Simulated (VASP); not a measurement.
Set up this calculation in VASP 6.6.1, as the native input.

- Task: single point
- Functional: LDA
- Potentials or basis: VASP PAW LDA potentials, release 64 (Se)
- Cutoff: 520 eV
- k mesh: 16 × 16 × 16
- Occupations: gaussian, width 0.15 eV
- Spin: no spin polarisation
- Dipole correction: no
- Further INCAR settings: ALGO = Normal; EDIFF = 1e-06; NBANDS = 9

The structure of Se lies in POSCAR:

```
Se
1.0
    2.7262461294      0.0000000000      0.0000000000
    0.0000000000      2.7262461294      0.0000000000
    0.0000000000      0.0000000000      2.7262461294
Se
1
Direct
    0.0000000000      0.0000000000      0.0000000000
```

This isn't the form of Se at room conditions, which is trigonal, of chains.

This cell differs from its parent crystal: strain -0.030 along x and y, -0.030 along z.

The input as run:

INCAR

```
  ALGO = Normal
  EDIFF = 1E-6
  ENCUT = 520
  ISIF = 2
  ISMEAR = 0
  LASPH = True
  LCHARG = False
  LREAL = False
  LWAVE = False
  NBANDS = 9
  NELM = 60
  PREC = Accurate
  SIGMA = 0.15
```

KPOINTS

```
k-points
0
Gamma
  16 16 16
```

Potentials or basis: VASP PAW LDA potentials, release 64 (Se).

Launch:

```console
$ cat potpaw_LDA.64/Se/POTCAR > POTCAR
$ mpirun -np 1 vasp_std > vasp.out
```

Results of the run:

The pressure is 4.6 GPa and the band gap on the k mesh is zero (bands 3 and 4 overlap by 6.99 eV).

Caveat: the cell differs from its parent crystal (strain -0.030 along x and y, -0.030 along z); the cell stands under pressure.

Wall time 7.9 s on 1 thread of AMD EPYC 9R45 96-Core Processor (Zen 5), on a shared host, peak memory 0.11 GiB.
